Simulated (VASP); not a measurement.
Here is a VASP 6.6.1 calculation.

The input INCAR:

```
PREC     = Accurate       # precision mode
ENCUT    = 520            # plane-wave cutoff, eV
EDIFF    = 1E-7           # SCF threshold, eV
ISMEAR   = 1              # smearing method
SIGMA    = 0.02           # smearing width, eV
LREAL    = False          # projectors in reciprocal space
LASPH    = True           # aspherical terms in the spheres
NELM     = 80             # most SCF steps
ALGO     = Normal         # electronic algorithm
ISIF     = 2              # what is computed and relaxed
LWAVE    = False          # write WAVECAR
LCHARG   = False          # write CHGCAR
GGA      = PS             # functional
IBRION   = 2              # ionic algorithm
NSW      = 60             # ionic steps
EDIFFG   = -0.01          # ionic threshold
```

File KPOINTS:

```
Automatic mesh
0
Gamma
  1 1 1
```

File POSCAR:

```
H
1.0
    9.0000000000      0.0000000000      0.0000000000
    0.0000000000      9.5000000000      0.0000000000
    0.0000000000      0.0000000000     10.0000000000
H
2
Direct
    0.5000000000      0.5000000000      0.4625000000
    0.5000000000      0.5000000000      0.5375000000
```

Potentials or basis: VASP PAW PBE potentials, release 64 (H).

The run is started by

```console
$ cat potpaw_PBE.64/H/POTCAR > POTCAR
$ mpirun -np 1 vasp_gam > vasp.out
```

Question: Predict the gap between the frontier levels.

Answer: 9.94 eV.

Question: Estimate the energy gained by relaxing.

Answer: 0.6 meV/atom.

Step by step:
| step | energy change (eV) | largest force (eV/Å) | pressure (GPa) |
| --- | --- | --- | --- |
| 1 | 0.0000 | 0.2862 | 0.01 |
| 2 | 0.0047 | 0.6031 | -0.03 |
| 3 | -0.0012 | 0.0002 | -0.01 |

Caveat: the PAW data sets were made with another functional, which shifts forces and pressure a little.
